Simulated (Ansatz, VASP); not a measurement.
## Al3Ni2: VASP beside Ansatz

```
Al Ni
1.0
     4.00314    0.00000    0.00000
    -2.00157    3.46682    0.00000
     0.00000    0.00000    5.10244
Al Ni
3 2
Direct
  0.00000 0.00000 0.00000
  0.33333 0.66667 0.64778
  0.66667 0.33333 0.35222
  0.33333 0.66667 0.14557
  0.66667 0.33333 0.85443
```

Change from the starting cell: strain +0.000 along x and y, +0.050 along z, atoms carried along.

Alike in both runs: task single point; functional PBEsol; k mesh 12 × 12 × 10; occupations gaussian, width 0.15 eV; no spin polarisation.

|  | VASP | Ansatz |
| --- | --- | --- |
| version | VASP 6.6.1 | Ansatz 0.2.0 |
| potentials or method | VASP PAW PBE potentials, release 64 (Al, Ni), cutoff 520 eV | scalar-relativistic, plane waves, PAW |
| valence electrons in the cell | 29 | 45 |

VASP gave:

- gap on the k mesh at the Fermi level (eV): none
- pressure (GPa): -6.6
- traceless stress, the component that is largest in VASP (GPa): -5.90
- rms of the force components (eV/Å): 0.052

Question: What did Ansatz give for the same quantities?

Answer: gap on the k mesh at the Fermi level (eV): none; pressure (GPa): -6.3; traceless stress, the component that is largest in VASP (GPa): -5.96; rms of the force components (eV/Å): 0.051.

VASP's potentials were made for PBE, not for PBEsol. Atom by atom the forces differ by 0.004 eV/Å (rms over components). A gap of «none» marks a metal or a gap that the smearing closes. With one functional, cell and mesh, what is left measures potentials, basis and numerics. VASP's potentials hold 29 valence electrons a cell and Ansatz's 45, so a difference there can come from the potentials and not from the codes.
